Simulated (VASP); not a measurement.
Write the native input for VASP 6.6.1 that does the following.

- Task: relaxation of cell and atoms
- Functional: PBE
- Potentials or basis: VASP PAW PBE potentials, release 64 (W_sv, Br)
- Cutoff: 600 eV
- k mesh: 4 × 4 × 5
- Occupations: gaussian, width 0.2 eV
- Spin: no spin polarisation
- Dipole correction: no
- Further INCAR settings: ALGO = Normal; EDIFF = 1e-06; IBRION = 2; EDIFFG = -0.08; NSW = 36; ISIF = 3

The structure of W3Br lies in POSCAR:

```
W3Br
1.0
    4.6243909200      0.0000000000      0.0000000000
    0.0000000000      4.6243909200      0.0000000000
    0.0000000000      0.0000000000      4.4700902200
W Br
3 1
Direct
    0.0000000000      0.0000000000      0.0000000000
    0.0000000000      0.5000000000      0.5000000000
    0.5000000000      0.0000000000      0.5000000000
    0.5000000000      0.5000000000      0.5000000000
```

The cell was generated, and may not be a known phase.

The input as run:

INCAR

```
SYSTEM = W3Br
ALGO = Normal ; EDIFF = 1E-6
EDIFFG = -0.08 ; ENCUT = 600
GGA = PE ; IBRION = 2
ISIF = 3 ; ISMEAR = 0
LASPH = .True. ; LCHARG = .False.
LREAL = .False. ; LWAVE = .False.
NELM = 60 ; NSW = 36
PREC = Accurate ; SIGMA = 0.2
```

KPOINTS

```
k-points
0
Gamma
  4 4 5
  0 0 0
```

Potentials or basis: VASP PAW PBE potentials, release 64 (W_sv, Br).

The run is started by

```console
$ cat potpaw_PBE.64/W_sv/POTCAR potpaw_PBE.64/Br/POTCAR > POTCAR
$ mpirun -np 1 vasp_std > vasp.out
```

It gave:

```json
{"Relaxed volume": "17.78 Å³/atom", "Relaxed cell": "a = 5.047 Å, b = 5.047 Å, c = 2.791 Å, α = 90.00°, β = 90.00°, γ = 90.00°", "Space group after relaxing (to 0.1 Å)": "P4/mmm (No. 123)", "Energy gained by relaxing": "1438.5 meV/atom", "Ionic steps": "15", "Pressure after relaxing": "0.1 GPa", "Band gap on the k mesh": "zero (an odd number of electrons rules out a gap without spin polarisation)"}
```

Caveat: the volume moved by over 15 % at a fixed basis, so the end points are rough; spin-orbit coupling is left out, which moves the levels of the heavy elements.

Run time: 4.5 min on 1 thread of Intel(R) Xeon(R) 6975P-C (Granite Rapids) (shared host), peak memory 0.26 GiB.
